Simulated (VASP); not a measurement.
Input of a VASP 6.6.1 run:

INCAR

```
SYSTEM = Li3Ga2Sb3
  PREC = Accurate
  ENCUT = 600
  EDIFF = 1E-7
  ISMEAR = 0
  SIGMA = 0.1
  LREAL = .False.
  LASPH = .True.
  NELM = 100
  ALGO = Normal
  ISIF = 3
  LWAVE = .False.
  LCHARG = .False.
  GGA = PE
  IBRION = 2
  NSW = 100
  EDIFFG = -0.01
```

Contents of KPOINTS:

```
Automatic mesh
0
Gamma
  8 8 8
  0 0 0
```

File POSCAR:

```
Li3Ga2Sb3
1.0
    5.6637204003      0.0000000000      0.0000000000
    0.0000000000      5.6637204003      0.0000000000
    0.0000000000      0.0000000000      5.6637204003
Li Ga Sb
3 2 3
Direct
    0.0000000000      0.5000000000      0.5000000000
    0.5000000000      0.0000000000      0.5000000000
    0.5000000000      0.5000000000      0.0000000000
    0.0000000000      0.0000000000      0.0000000000
    0.5000000000      0.5000000000      0.5000000000
    0.5000000000      0.0000000000      0.0000000000
    0.0000000000      0.5000000000      0.0000000000
    0.0000000000      0.0000000000      0.5000000000
```

Potentials or basis: VASP PAW PBE potentials, release 64 (Li_sv, Ga_d, Sb).

The run is started by

```sh
$ cat potpaw_PBE.64/Li_sv/POTCAR potpaw_PBE.64/Ga_d/POTCAR potpaw_PBE.64/Sb/POTCAR > POTCAR
$ mpirun -np 1 vasp_std > vasp.out
```

(1) Predict the relaxed volume.

(2) What does it give for the band gap on the k mesh?

(3) Predict the relaxed cell.

## Answers

(1) 22.76 Å³/atom.

(2) zero (band 25 reaches 5.88 eV, above the bottom of band 26 at 3.80 eV).

(3) a = 5.668 Å, b = 5.668 Å, c = 5.668 Å, α = 90.00°, β = 90.00°, γ = 90.00°.

Caveat: the cutoff is under 1.25 times the usual one of these potentials, so pressure, stress and relaxed cells hold a basis-set (Pulay) error; spin-orbit coupling is left out, which moves the levels of the heavy elements.
